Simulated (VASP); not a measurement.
# YAl3N4 (I-42m) in VASP: further runs

The runs below take YAl3N4 through single point, with PBE.

Program: VASP 6.6.1. These are calculated values, not measurements. Logs are shortened: lines on timing, memory, paths and dates and some standing lists are left out, and cuts for length are marked.

## 1. The cell of the first run

The structure is tetragonal, space group I-42m (No. 121). The conventional cell has a = 4.693 Å, b = 4.693 Å, c = 8.936 Å, α = 90.00°, β = 90.00°, γ = 90.00°. Within 2.9 Å of Y (site symmetry -42m) lie 4 N at 2.22 Å. Al (site symmetry -42m) has 4 N at 1.92 Å within 2.5 Å. Within 2.6 Å of Al (site symmetry -4) lie 4 N at 1.95 Å. Within 2.5 Å of N (site symmetry m) lie 3 Al at 1.92 to 1.95 Å and 1 Y at 2.22 Å.

## 2. Single point, PBE

Input file INCAR:

```
PREC     = Accurate       # precision mode
ENCUT    = 520            # plane-wave cutoff, eV
EDIFF    = 1E-6           # SCF threshold, eV
ISMEAR   = 0              # smearing method
SIGMA    = 0.1            # smearing width, eV
LREAL    = F              # projectors in reciprocal space
LASPH    = T              # aspherical terms in the spheres
NELM     = 60             # most SCF steps
ALGO     = Normal         # electronic algorithm
ISIF     = 2              # what is computed and relaxed
LWAVE    = F              # write WAVECAR
LCHARG   = F              # write CHGCAR
GGA      = PE             # functional
NBANDS   = 30             # bands
```

Input file KPOINTS:

```
regular mesh
0
Gamma
  6 6 6
```

Input file POSCAR:

```
YAl3N4
1.0
   -2.3466834484      2.3466834484      4.4679917334
    2.3466834484     -2.3466834484      4.4679917334
    2.3466834484      2.3466834484     -4.4679917334
Y Al N
1 3 4
Direct
    0.5000000000      0.5000000000      0.0000000000
    0.0000000000      0.0000000000      0.0000000000
    0.2500000000      0.7500000000      0.5000000000
    0.7500000000      0.2500000000      0.5000000000
    0.0835864792      0.0835864792      0.4423834186
    0.3587969394      0.9164135208      0.0000000000
    0.6412030606      0.6412030606      0.5576165814
    0.9164135208      0.3587969394      0.0000000000
```

Potentials or basis: VASP PAW PBE potentials, release 64 (Y_sv, Al, N).

Run with:

```console
$ cat potpaw_PBE.64/Y_sv/POTCAR potpaw_PBE.64/Al/POTCAR potpaw_PBE.64/N/POTCAR > POTCAR
$ mpirun -np 1 vasp_std > vasp.out
```

OUTCAR:

```text
PREC = Accurate
   ENCUT = 520
   EDIFF = 1E-6
   ISMEAR = 0
   LREAL = F
   LASPH = T
   NELM = 60
   ISIF = 2
   GGA = PE

 ion  position               nearest neighbor table
   1  0.500  0.500  0.000-   7 2.22   5 2.22   8 2.22   6 2.22   4 3.24   4 3.24   3 3.24   3 3.24
                             4 3.24   3 3.24   3 3.24   4 3.24   2 3.32   2 3.32   2 3.32   2 3.32
   2  0.000  0.000  0.000-   5 1.92   6 1.92   7 1.92   8 1.92   4 3.24   3 3.24   3 3.24   4 3.24
                             3 3.24   4 3.24   4 3.24   3 3.24   1 3.32   1 3.32   1 3.32   1 3.32
   3  0.250  0.750  0.500-   5 1.95   6 1.95   7 1.95   8 1.95   2 3.24   1 3.24   1 3.24   1 3.24
                             2 3.24   2 3.24   2 3.24   1 3.24   4 3.32   4 3.32   4 3.32   4 3.32
   4  0.750  0.250  0.500-   5 1.95   7 1.95   8 1.95   6 1.95   1 3.24   2 3.24   1 3.24   1 3.24
                             2 3.24   2 3.24   1 3.24   2 3.24   3 3.32   3 3.32   3 3.32   3 3.32
   5  0.084  0.084  0.442-   2 1.92   3 1.95   4 1.95   1 2.22
   6  0.359  0.916  0.000-   2 1.92   4 1.95   3 1.95   1 2.22
   7  0.641  0.641  0.558-   2 1.92   3 1.95   4 1.95   1 2.22
   8  0.916  0.359  0.000-   2 1.92   3 1.95   4 1.95   1 2.22

  LATTYP: Found a body centered tetragonal cell.
 ALAT       =     4.6933668968
 C/A-ratio  =     1.9039601342

  Lattice vectors:

 A1 = (  -2.3466834484,   2.3466834484,   4.4679917334)
 A2 = (   2.3466834484,  -2.3466834484,   4.4679917334)
 A3 = (   2.3466834484,   2.3466834484,  -4.4679917334)

Analysis of symmetry for initial positions (statically):
=====================================================================
 Subroutine PRICEL returns:
 Original cell was already a primitive cell.

 Routine SETGRP: Setting up the symmetry group for a
 body centered tetragonal supercell.

 Subroutine GETGRP returns: Found  8 space group operations
 (whereof  8 operations were pure point group operations)
 out of a pool of 16 trial point group operations.

The static configuration has the point symmetry D_2d.

Analysis of symmetry for dynamics (positions and initial velocities):
=====================================================================
 Subroutine PRICEL returns:
 Original cell was already a primitive cell.

 Routine SETGRP: Setting up the symmetry group for a
 body centered tetragonal supercell.

 Subroutine GETGRP returns: Found  8 space group operations
 (whereof  8 operations were pure point group operations)
 out of a pool of 16 trial point group operations.

The dynamic configuration has the point symmetry D_2d.

 Subroutine INISYM returns: Found  8 space group operations
 (whereof  8 operations are pure point group operations),
 and found     1 'primitive' translations

----------------------------------------------------------------------------------------

                                     Primitive cell

  volume of cell :      98.4195

  direct lattice vectors                    reciprocal lattice vectors
    -2.346683448  2.346683448  4.467991733     0.000000000  0.213066658  0.111907101
     2.346683448 -2.346683448  4.467991733     0.213066658  0.000000000  0.111907101
     2.346683448  2.346683448 -4.467991733     0.213066658  0.213066658  0.000000000

  length of vectors
     5.565680241  5.565680241  5.565680241     0.240666990  0.240666990  0.301321758

  position of ions in fractional coordinates (direct lattice)
     0.500000000  0.500000000  0.000000000
     0.000000000  0.000000000  0.000000000
     0.250000000  0.750000000  0.500000000
     0.750000000  0.250000000  0.500000000
     0.083586479  0.083586479  0.442383419
     0.358796939  0.916413521  0.000000000
     0.641203061  0.641203061  0.557616581
     0.916413521  0.358796939  0.000000000

  ion indices of the primitive-cell ions
   primitive index   ion index
                 1           1
                 2           2
                 3           3
                 4           4
                 5           5
                 6           6
                 7           7
                 8           8

----------------------------------------------------------------------------------------

 KPOINTS: regular mesh

Automatic generation of k-mesh.
 Grid dimensions read from file:
 generate k-points for:    6    6    6

 Generating k-lattice:

  Cartesian coordinates                     Fractional coordinates (reciprocal lattice)
     0.000000000  0.035511110  0.018651183     0.166666667 -0.000000000  0.000000000
     0.035511110  0.000000000  0.018651183    -0.000000000  0.166666667  0.000000000
     0.035511110  0.035511110  0.000000000     0.000000000  0.000000000  0.166666667

  Length of vectors
     0.040111165  0.040111165  0.050220293

  Shift w.r.t. Gamma in fractional coordinates (k-lattice)
     0.000000000  0.000000000  0.000000000

 Subroutine IBZKPT returns following result:
 ===========================================

 Found     30 irreducible k-points:

 Following reciprocal coordinates:
            Coordinates               Weight
  0.000000  0.000000  0.000000      1.000000
  0.166667  0.000000  0.000000      8.000000
  0.333333 -0.000000  0.000000      8.000000
  0.500000 -0.000000  0.000000      4.000000
  0.166667  0.166667  0.000000      8.000000
  0.333333  0.166667  0.000000     16.000000
[... 16 lines left out ...]
 -0.333333 -0.333333  0.166667      8.000000
 -0.166667 -0.333333  0.166667      8.000000
 [... further k-points ...]
   k-points           NKPTS =     30   k-points in BZ     NKDIM =     30   number of bands    NBANDS=     30
   number of dos      NEDOS =    301   number of ions     NIONS =      8
   total plane-waves  NPLWV =  74088
   dimension x,y,z NGX =    42 NGY =   42 NGZ =   42
   dimension x,y,z NGXF=    84 NGYF=   84 NGZF=   84
   ions per type =               1   3   4
   NGX,Y,Z   is equivalent  to a cutoff of  12.55, 12.55, 12.55 a.u.
   NGXF,Y,Z  is equivalent  to a cutoff of  25.09, 25.09, 25.09 a.u.
 SYSTEM =  unknown system
   PREC   = accura    normal or accurate (medium, high low for compatibility)
   ISTART =      0    job   : 0-new  1-cont  2-samecut
   ICHARG =      2    charge: 1-file 2-atom 10-const
   ISPIN  =      1    spin polarized calculation?
   LNONCOLLINEAR =      F non collinear calculations
   LSORBIT =      F    spin-orbit coupling
   LASPH  =      T    aspherical Exc in radial PAW
   ENCUT  =  520.0 eV  38.22 Ry    6.18 a.u.  10.35 10.35 10.35*2*pi/ulx,y,z
   NELM   =     60;   NELMIN=  2; NELMDL= -5     # of ELM steps
   EDIFF  = 0.1E-05   stopping-criterion for ELM
   LREAL  =      F    real-space projection
   EDIFFG = 0.1E-04   stopping-criterion for IOM
   NSW    =      0    number of steps for IOM
   IBRION =     -1    ionic relax: 0-MD 1-quasi-New 2-CG
   NFREE  =      0    steps in history (QN), initial steepest desc. (CG)
   ISIF   =      2    stress and relaxation
   ISYM   =      2    0-nonsym 1-usesym 2-fastsym
   POTIM  = 0.5000    time-step for ionic-motion
   TEBEG  =    0.0;   TEEND  =   0.0 temperature during run
   PSTRESS=    0.0 pullay stress
   NELECT =      40.0000    total number of electrons
   NUPDOWN=      -1.0000    fix difference up-down
   EMIN   =  10.00;   EMAX   =-10.00  energy-range for DOS
   EFERMI =   0.00;   METHOD = LEGACY
   ISMEAR =     0;   SIGMA  =   0.10  broadening in eV -4-tet -1-fermi 0-gaus
   EFERMI_NEDOS =   21; number of points for ismear=-14 and -15
   IALGO  =     38    algorithm
   IMIX   =      4    mixing-type and parameters
     AMIX     =   0.40;   BMIX     =  1.00
     AMIX_MAG =   1.60;   BMIX_MAG =  1.00
  volume/ion in A,a.u.               =      12.30        83.02
  Fermi-wavevector in a.u.,A,eV,Ry     =   1.212647  2.291570 20.007538  1.470513
  Thomas-Fermi vector in A             =   2.348124
   LORBIT       =      0    0 simple, 1 ext, 2 COOP (PROOUT), +10 PAW based schemes
   GGA     = PE    functional components
   LHFCALC =     F    Hartree Fock is set to
   AEXX    =    0.0000 exact exchange contribution
   IVDW    =     0    specifies the selected vdW correction
   LEPSILON=     F    determine dielectric tensor
   LRPA    =     F    only Hartree local field effects (RPA)
 non-spin polarized calculation
 Gauss-broadening in eV      SIGMA  =   0.10
  energy-cutoff  :      520.00
  volume of cell :       98.42
 maximum number of plane-waves:      2689
 NGX is ok and might be reduce to    42
   NGX = 21   NGY = 21   NGZ = 21

 number of electron      40.0000004 magnetization

 Free energy of the ion-electron system (eV)
  ---------------------------------------------------
  ext. energy  EPLUGINS =         0.00000000
  ---------------------------------------------------
  free energy    TOTEN  =       -61.19259462 eV

  energy without entropy =      -61.19259462  energy(sigma->0) =      -61.19259462

 E-fermi :   5.5036     XC(G=0): -10.6400

 val. band max:        4.9163548307   @ k =  -0.1667   0.1667   0.1667
 cond. band min:       7.4809767246   @ k =   0.0000   0.0000   0.0000
 fundamental gap:      2.5646218939
 Fermi energy:         5.5036359995

 k-point     1 :       0.0000    0.0000    0.0000
  band No.  band energies     occupation
      1     -35.1406      2.00000
      2     -15.4588      2.00000
      3     -15.4588      2.00000
      4     -15.4427      2.00000
      5      -9.4150      2.00000
      6      -7.1671      2.00000
[... 22 lines left out ...]
     29      15.2873      0.00000
     30      15.3766      0.00000

 k-point     2 :       0.1667    0.0000    0.0000
  band No.  band energies     occupation
      1     -35.1404      2.00000
      2     -15.4748      2.00000
      3     -15.4583      2.00000
      4     -15.4453      2.00000
      5      -9.2479      2.00000
      6      -7.3258      2.00000
[... 22 lines left out ...]
     29      14.8757      0.00000
     30      15.0139      0.00000

 k-point     3 :       0.3333   -0.0000    0.0000
  band No.  band energies     occupation
      1     -35.1399      2.00000
      2     -15.5071      2.00000
      3     -15.4573      2.00000
      4     -15.4497      2.00000
      5      -8.8039      2.00000
      6      -7.6905      2.00000
[... 682 lines left out ...]
     29      14.3650      0.00000
     30      14.8492      0.00000

 k-point    24 :      -0.1667   -0.3333    0.1667
  band No.  band energies     occupation
      1     -35.1402      2.00000
      2     -15.4813      2.00000
      3     -15.4620      2.00000
      4     -15.4604      2.00000
      5      -8.9914      2.00000
      6      -7.5197      2.00000
[... 22 lines left out ...]
     29      14.6070      0.00000
     30      14.8383      0.00000

 [... further k-points ...]
[... 5 lines left out ...]
  --------------------------------------------------------------------------------------
  -------------------------------------------------------------------------------------
  Total       -0.1375669     -0.1375669     -0.1642856      0.0000000      0.0000000      0.0000000
  in kB       -2.2394593     -2.2394593     -2.6744145      0.0000000      0.0000000      0.0000000
  external PRESSURE =      -2.3844444 kB  Pullay stress =       0.0000000 kB

 VOLUME and BASIS-vectors are now :
 -----------------------------------------------------------------------------
  energy-cutoff  :      520.00
  volume of cell :       98.42
      direct lattice vectors                 reciprocal lattice vectors
    -2.346683448  2.346683448  4.467991733     0.000000000  0.213066658  0.111907101
     2.346683448 -2.346683448  4.467991733     0.213066658  0.000000000  0.111907101
     2.346683448  2.346683448 -4.467991733     0.213066658  0.213066658  0.000000000

 POSITION                                       TOTAL-FORCE (eV/Angst)
 -----------------------------------------------------------------------------------
      0.00000      0.00000      4.46799         0.000000     -0.000000      0.000000
      0.00000      0.00000      0.00000         0.000000     -0.000000      0.000000
      2.34668      0.00000      2.23400         0.000000     -0.000000      0.000000
      0.00000      2.34668      2.23400         0.000000     -0.000000      0.000000
      1.03813      1.03813     -1.22964         0.000604      0.000604      0.003379
      1.30855     -1.30855      5.69763        -0.000604      0.000604     -0.003379
      1.30855      1.30855      3.23835        -0.000604     -0.000604      0.003379
     -1.30855      1.30855      5.69763         0.000604     -0.000604     -0.003379
 -----------------------------------------------------------------------------------
    total drift:                                0.000001      0.000001      0.000002

  FREE ENERGIE OF THE ION-ELECTRON SYSTEM (eV)
  ---------------------------------------------------
  free  energy   TOTEN  =       -61.1925946241 eV

  energy  without entropy=      -61.1925946241  energy(sigma->0) =      -61.19259462
```

Wall time 2.6 min (1 thread of AMD EPYC 7R13, shared host); peak memory 0.28 GiB.

Results:

- Free energy: -61.1926 eV
- Pressure: -0.2 GPa
- Largest force: 0.003 eV/Å
- Band gap on the k mesh: 2.56 eV (least direct gap 3.00 eV)

Forces on the atoms (eV/Å):
```
Y    0.000  0.000  0.000
Al   0.000  0.000  0.000
Al   0.000  0.000  0.000
Al   0.000  0.000  0.000
N    0.001  0.001  0.003
N   -0.001  0.001 -0.003
N   -0.001 -0.001  0.003
N    0.001 -0.001 -0.003
```

## 3. Single point, PBE

This run uses another cell than the first one, of 13.97 Å³/atom.

Input file INCAR:

```
SYSTEM = YAl3N4
PREC = Accurate
ENCUT = 520
EDIFF = 1E-7
ISMEAR = 0
SIGMA = 0.1
LREAL = .False.
LASPH = .True.
NELM = 100
ALGO = Normal
ISIF = 2
LWAVE = .False.
LCHARG = .False.
GGA = PE
NBANDS = 30
```

Input file KPOINTS:

```
Automatic mesh
0
Gamma
  6 6 6
  0 0 0
```

Input file POSCAR:

```
YAl3N4
1.0
   -2.4083401000      2.4083401000      4.8166802000
    2.4083401000     -2.4083401000      4.8166802000
    2.4083401000      2.4083401000     -4.8166802000
Y Al N
1 3 4
Direct
    0.5000000000      0.5000000000      0.0000000000
    0.0000000000      0.0000000000      0.0000000000
    0.2500000000      0.7500000000      0.5000000000
    0.7500000000      0.2500000000      0.5000000000
    0.1250000000      0.1250000000      0.5000000000
    0.3750000000      0.8750000000      0.0000000000
    0.6250000000      0.6250000000      0.5000000000
    0.8750000000      0.3750000000      0.0000000000
```

Potentials or basis: VASP PAW PBE potentials, release 64 (Y_sv, Al, N).

Run with:

```console
$ cat potpaw_PBE.64/Y_sv/POTCAR potpaw_PBE.64/Al/POTCAR potpaw_PBE.64/N/POTCAR > POTCAR
$ mpirun -np 1 vasp_std > vasp.out
```

Wall time 3.9 min (1 thread of AMD EPYC 7R13, shared host); peak memory 0.37 GiB.

It converged, with:

* Free energy: -58.8657 eV
* Pressure: -9.3 GPa
* Largest force: 4.182 eV/Å
* Band gap on the k mesh: 2.22 eV (least direct gap 2.69 eV)

Forces on the atoms (eV/Å):
```
Y    0.000  0.000  0.000
Al   0.000  0.000  0.000
Al   0.000  0.000  0.000
Al   0.000  0.000  0.000
N   -2.458 -2.458 -2.325
N    2.458 -2.458  2.325
N    2.458  2.458 -2.325
N   -2.458  2.458  2.325
```

Stress tensor (GPa, compression positive):
```
-9.26  0.00  0.00
 0.00 -9.26  0.00
 0.00  0.00 -9.45
```

Levels at points of the mesh, in eV from the valence-band top:
```
           k point  band 17  band 18  band 19  band 20  band 21  band 22  band 23  band 24
(0.00, 0.00, 0.00)    -0.79    -0.79    -0.47    -0.47     2.22     3.16     4.45     4.45
(0.50, 0.00, 0.00)    -0.73    -0.65    -0.37    -0.02     4.38     4.84     4.98     5.24
(0.50, 0.50, 0.00)    -0.75    -0.66    -0.39    -0.20     4.72     5.22     5.66     6.05
(0.50, 0.50, 0.50)    -1.35    -0.59    -0.28    -0.28     3.44     3.44     3.75     4.88
```

Caveat: the cell stands under tension; forces of over 1 eV/Å act on the atoms, so gaps and moduli don't describe the material at rest. A k mesh can miss the band edges.
